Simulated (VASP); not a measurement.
# W (Im-3m) in VASP: single point with PBE

Aim: the single point of W with PBE.

Everything below comes from runs of VASP 6.6.1. Logs are shortened: lines on timing, memory, paths and dates and some standing lists are left out, and cuts for length are marked.

## Step 1: The cell of the first run

The structure is cubic, space group Im-3m (No. 229). The conventional cell has a = 3.184 Å, b = 3.184 Å, c = 3.184 Å, α = 90.00°, β = 90.00°, γ = 90.00°. Within 3.6 Å of W (site symmetry m-3m) lie 14 W at 2.76 to 3.18 Å.

## Step 2: Single point, PBE

INCAR

```
ALGO     = Normal         # electronic algorithm
EDIFF    = 1E-6           # SCF threshold, eV
ENCUT    = 500            # plane-wave cutoff, eV
GGA      = PE             # functional
GGA_COMPAT= F            
ISIF     = 2              # what is computed and relaxed
ISMEAR   = 1              # smearing method
LASPH    = T              # aspherical terms in the spheres
LCHARG   = F              # write CHGCAR
LREAL    = F              # projectors in reciprocal space
LWAVE    = F              # write WAVECAR
NBANDS   = 13             # bands
NELM     = 120            # most SCF steps
PREC     = Accurate       # precision mode
SIGMA    = 0.1            # smearing width, eV
```

KPOINTS

```
k-points
0
Gamma
  17 17 17
```

POSCAR

```
W
1.0
   -1.5921028059      1.5921028059      1.5921028059
    1.5921028059     -1.5921028059      1.5921028059
    1.5921028059      1.5921028059     -1.5921028059
W
1
Direct
    0.0000000000      0.0000000000      0.0000000000
```

Potentials or basis: VASP PAW PBE potentials, release 64 (W_sv).

The run is started by

```console
$ cat potpaw_PBE.64/W_sv/POTCAR > POTCAR
$ mpirun -np 1 vasp_std > vasp.out
```

OUTCAR:

```text
EDIFF = 1E-6
   ENCUT = 500
   GGA = PE
   ISIF = 2
   ISMEAR = 1
   LASPH = T
   LREAL = F
   NELM = 120
   PREC = Accurate

 ion  position               nearest neighbor table
   1  0.000  0.000  0.000-

  LATTYP: Found a body centered cubic cell.
 ALAT       =     3.1842056118

  Lattice vectors:

 A1 = (  -1.5921028059,   1.5921028059,   1.5921028059)
 A2 = (   1.5921028059,  -1.5921028059,   1.5921028059)
 A3 = (   1.5921028059,   1.5921028059,  -1.5921028059)

Analysis of symmetry for initial positions (statically):
=====================================================================
 Subroutine PRICEL returns:
 Original cell was already a primitive cell.

 Routine SETGRP: Setting up the symmetry group for a
 body centered cubic supercell.

 Subroutine GETGRP returns: Found 48 space group operations
 (whereof 48 operations were pure point group operations)
 out of a pool of 48 trial point group operations.

The static configuration has the point symmetry O_h .

Analysis of symmetry for dynamics (positions and initial velocities):
=====================================================================
 Subroutine PRICEL returns:
 Original cell was already a primitive cell.

 Routine SETGRP: Setting up the symmetry group for a
 body centered cubic supercell.

 Subroutine GETGRP returns: Found 48 space group operations
 (whereof 48 operations were pure point group operations)
 out of a pool of 48 trial point group operations.

The dynamic configuration has the point symmetry O_h .

 Subroutine INISYM returns: Found 48 space group operations
 (whereof 48 operations are pure point group operations),
 and found     1 'primitive' translations

----------------------------------------------------------------------------------------

                                     Primitive cell

  volume of cell :      16.1426

  direct lattice vectors                    reciprocal lattice vectors
    -1.592102806  1.592102806  1.592102806     0.000000000  0.314050071  0.314050071
     1.592102806 -1.592102806  1.592102806     0.314050071  0.000000000  0.314050071
     1.592102806  1.592102806 -1.592102806     0.314050071  0.314050071  0.000000000

  length of vectors
     2.757602951  2.757602951  2.757602951     0.444133870  0.444133870  0.444133870

  position of ions in fractional coordinates (direct lattice)
     0.000000000  0.000000000  0.000000000

  ion indices of the primitive-cell ions
   primitive index   ion index
                 1           1

----------------------------------------------------------------------------------------

 KPOINTS: k-points

Automatic generation of k-mesh.
 Grid dimensions read from file:
 generate k-points for:   17   17   17

 Generating k-lattice:

  Cartesian coordinates                     Fractional coordinates (reciprocal lattice)
     0.000000000  0.018473534  0.018473534     0.058823529  0.000000000  0.000000000
     0.018473534  0.000000000  0.018473534     0.000000000  0.058823529  0.000000000
     0.018473534  0.018473534  0.000000000     0.000000000  0.000000000  0.058823529

  Length of vectors
     0.026125522  0.026125522  0.026125522

  Shift w.r.t. Gamma in fractional coordinates (k-lattice)
     0.000000000  0.000000000  0.000000000

 Subroutine IBZKPT returns following result:
 ===========================================

 Found    165 irreducible k-points:

 Following reciprocal coordinates:
            Coordinates               Weight
  0.000000  0.000000  0.000000      1.000000
  0.058824  0.000000  0.000000     12.000000
  0.117647  0.000000  0.000000     12.000000
  0.176471  0.000000  0.000000     12.000000
  0.235294  0.000000  0.000000     12.000000
  0.294118  0.000000  0.000000     12.000000
[... 16 lines left out ...]
  0.411765  0.117647 -0.000000     48.000000
  0.176471  0.176471  0.000000     24.000000
 [... further k-points ...]
   k-points           NKPTS =    165   k-points in BZ     NKDIM =    165   number of bands    NBANDS=     13
   number of dos      NEDOS =    301   number of ions     NIONS =      1
   total plane-waves  NPLWV =   8000
   dimension x,y,z NGX =    20 NGY =   20 NGZ =   20
   dimension x,y,z NGXF=    40 NGYF=   40 NGZF=   40
   ions per type =               1
   NGX,Y,Z   is equivalent  to a cutoff of  12.06, 12.06, 12.06 a.u.
   NGXF,Y,Z  is equivalent  to a cutoff of  24.11, 24.11, 24.11 a.u.
 SYSTEM =  unknown system
   PREC   = accura    normal or accurate (medium, high low for compatibility)
   ISTART =      0    job   : 0-new  1-cont  2-samecut
   ICHARG =      2    charge: 1-file 2-atom 10-const
   ISPIN  =      1    spin polarized calculation?
   LNONCOLLINEAR =      F non collinear calculations
   LSORBIT =      F    spin-orbit coupling
   LASPH  =      T    aspherical Exc in radial PAW
   ENCUT  =  500.0 eV  36.75 Ry    6.06 a.u.   5.03  5.03  5.03*2*pi/ulx,y,z
   NELM   =    120;   NELMIN=  2; NELMDL= -5     # of ELM steps
   EDIFF  = 0.1E-05   stopping-criterion for ELM
   LREAL  =      F    real-space projection
   EDIFFG = 0.1E-04   stopping-criterion for IOM
   NSW    =      0    number of steps for IOM
   IBRION =     -1    ionic relax: 0-MD 1-quasi-New 2-CG
   NFREE  =      0    steps in history (QN), initial steepest desc. (CG)
   ISIF   =      2    stress and relaxation
   ISYM   =      2    0-nonsym 1-usesym 2-fastsym
   POTIM  = 0.5000    time-step for ionic-motion
   TEBEG  =    0.0;   TEEND  =   0.0 temperature during run
   PSTRESS=    0.0 pullay stress
   NELECT =      14.0000    total number of electrons
   NUPDOWN=      -1.0000    fix difference up-down
   EMIN   =  10.00;   EMAX   =-10.00  energy-range for DOS
   EFERMI =   0.00;   METHOD = LEGACY
   ISMEAR =     1;   SIGMA  =   0.10  broadening in eV -4-tet -1-fermi 0-gaus
   EFERMI_NEDOS =   21; number of points for ismear=-14 and -15
   IALGO  =     38    algorithm
   IMIX   =      4    mixing-type and parameters
     AMIX     =   0.40;   BMIX     =  1.00
     AMIX_MAG =   1.60;   BMIX_MAG =  1.00
  volume/ion in A,a.u.               =      16.14       108.94
  Fermi-wavevector in a.u.,A,eV,Ry     =   1.561204  2.950248 33.162281  2.437359
  Thomas-Fermi vector in A             =   2.664304
   LORBIT       =      0    0 simple, 1 ext, 2 COOP (PROOUT), +10 PAW based schemes
   GGA     = PE    functional components
   LHFCALC =     F    Hartree Fock is set to
   AEXX    =    0.0000 exact exchange contribution
   IVDW    =     0    specifies the selected vdW correction
   LEPSILON=     F    determine dielectric tensor
   LRPA    =     F    only Hartree local field effects (RPA)
 non-spin polarized calculation
 Methfessel and Paxton  Order N= 1 SIGMA  =   0.10
  energy-cutoff  :      500.00
  volume of cell :       16.14
 maximum number of plane-waves:       422
   NGX =  9   NGY =  9   NGZ =  9

 number of electron      14.0000000 magnetization

 Free energy of the ion-electron system (eV)
  ---------------------------------------------------
  ext. energy  EPLUGINS =         0.00000000
  ---------------------------------------------------
  free energy    TOTEN  =       -12.95388656 eV

  energy without entropy =      -12.95403318  energy(sigma->0) =      -12.95393543

 E-fermi :  11.2086     XC(G=0): -13.5391

 val. band max:       11.1949831258   @ k =  -0.1765   0.1765   0.1176
 cond. band min:      11.2371040051   @ k =  -0.4706   0.4706   0.2353
 fundamental gap:      0.0421208792
 Fermi energy:        11.2085506182

 k-point     1 :       0.0000    0.0000    0.0000
  band No.  band energies     occupation
      1     -63.0315      2.00000
      2     -26.6191      2.00000
      3     -26.6191      2.00000
      4     -26.6191      2.00000
      5       1.6460      2.00000
      6       9.9800      2.00000
      7       9.9800      2.00000
      8       9.9800      2.00000
      9      13.3981      0.00000
     10      13.3981      0.00000
     11      25.6583      0.00000
     12      25.6583      0.00000
     13      25.6583      0.00000

 k-point     2 :       0.0588    0.0000    0.0000
  band No.  band energies     occupation
      1     -63.0275      2.00000
      2     -26.6633      2.00000
      3     -26.6330      2.00000
      4     -26.6194      2.00000
      5       1.8102      2.00000
      6       9.8803      2.00000
      7       9.9575      2.00000
      8      10.1378      2.00000
      9      13.2390      0.00000
     10      13.3991      0.00000
     11      25.7980      0.00000
     12      25.9379      0.00000
     13      26.0571      0.00000

 k-point     3 :       0.1176    0.0000    0.0000
  band No.  band energies     occupation
      1     -63.0156      2.00000
      2     -26.7885      2.00000
      3     -26.6724      2.00000
      4     -26.6199      2.00000
      5       2.2828      2.00000
      6       9.6073      2.00000
      7       9.8578      2.00000
      8      10.6059      2.00000
      9      12.9113     -0.00000
     10      13.4111      0.00000
     11      26.1367      0.00000
     12      26.7485      0.00000
     13      27.0503      0.00000
[... 305 lines left out ...]
 k-point    23 :       0.4118    0.1176   -0.0000
  band No.  band energies     occupation
      1     -62.9050      2.00000
      2     -27.7716      2.00000
      3     -27.0634      2.00000
      4     -26.6845      2.00000
      5       5.4871      2.00000
      6       7.8219      2.00000
      7      10.7190      2.00000
      8      13.1317     -0.00000
      9      14.5656      0.00000
     10      17.8229      0.00000
     11      21.4410      0.00000
     12      23.5633      0.00000
     13      27.4007      0.00000

 k-point    24 :       0.1765    0.1765    0.0000
  band No.  band energies     occupation
      1     -62.9480      2.00000
      2     -27.4008      2.00000
      3     -26.8803      2.00000
      4     -26.6999      2.00000
      5       5.0242      2.00000
      6       8.5059      2.00000
      7       8.7515      2.00000
      8      12.4144     -0.00000
      9      14.0511      0.00000
     10      14.3149      0.00000
     11      25.4148      0.00000
     12      27.3741      0.00000
     13      29.7785      0.00000

 [... further k-points ...]
[... 5 lines left out ...]
  --------------------------------------------------------------------------------------
  -------------------------------------------------------------------------------------
  Total        0.0459632      0.0459632      0.0459632      0.0000000      0.0000000      0.0000000
  in kB        4.5619173      4.5619173      4.5619173      0.0000000      0.0000000      0.0000000
  external PRESSURE =       4.5619173 kB  Pullay stress =       0.0000000 kB

 VOLUME and BASIS-vectors are now :
 -----------------------------------------------------------------------------
  energy-cutoff  :      500.00
  volume of cell :       16.14
      direct lattice vectors                 reciprocal lattice vectors
    -1.592102806  1.592102806  1.592102806     0.000000000  0.314050071  0.314050071
     1.592102806 -1.592102806  1.592102806     0.314050071  0.000000000  0.314050071
     1.592102806  1.592102806 -1.592102806     0.314050071  0.314050071  0.000000000

 POSITION                                       TOTAL-FORCE (eV/Angst)
 -----------------------------------------------------------------------------------
      0.00000      0.00000      0.00000         0.000000     -0.000000     -0.000000
 -----------------------------------------------------------------------------------
    total drift:                                0.000000     -0.000000      0.000000

  FREE ENERGIE OF THE ION-ELECTRON SYSTEM (eV)
  ---------------------------------------------------
  free  energy   TOTEN  =       -12.9538865579 eV

  energy  without entropy=      -12.9540331762  energy(sigma->0) =      -12.95393543
```

Run time: 17 s. Hardware: 1 thread of Intel Xeon Platinum 8259CL at 2.50GHz (Skylake/Cascade Lake), shared host; peak memory 0.15 GiB.

What came out:

```
Free energy            : -12.9539 eV
Pressure               : 0.5 GPa
Band gap on the k mesh : zero (band 7 reaches 15.81 eV, above the bottom of band 8 at 9.98 eV)
```

Levels at points of the mesh, in eV from the Fermi level:
```tsv
k point	band 3	band 4	band 5	band 6	band 7	band 8	band 9	band 10	band 11	band 12
(0.00, 0.00, 0.00)	-37.83	-37.83	-9.56	-1.23	-1.23	-1.23	2.19	2.19	14.45	14.45
```

Caveat: spin-orbit coupling is left out, which moves the levels of the heavy elements.
